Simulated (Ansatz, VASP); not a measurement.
## One calculation of CaO, two programs

```
Ca O
1.0
     0.00000    2.44900    2.44900
     2.44900    0.00000    2.44900
     2.44900    2.44900    0.00000
Ca O
1 1
Direct
  0.00000 0.00000 0.00000
  0.50000 0.50000 0.50000
```

Alike in both runs: task single point; functional LDA; k mesh 9 × 9 × 9; occupations fermi-dirac, width 0.03 eV; no spin polarisation.

|  | VASP | Ansatz |
| --- | --- | --- |
| version | VASP 6.6.1 | Ansatz 0.2.0 |
| potentials or method | VASP PAW LDA potentials, release 64 (Ca_sv, O), cutoff 600 eV | all-electron LAPW, scalar-relativistic |

Ansatz gave:

* gap on the k mesh at the Fermi level (eV): 3.55
* pressure (GPa): -11.8

Problem. Estimate VASP's values.

Solution. gap on the k mesh at the Fermi level (eV): 3.53; pressure (GPa): -11.3.

LDA's correlation is that of Perdew and Zunger in VASP and of Perdew and Wang (1992) in Ansatz. Ansatz ran all-electron here, and VASP with PAW potentials.
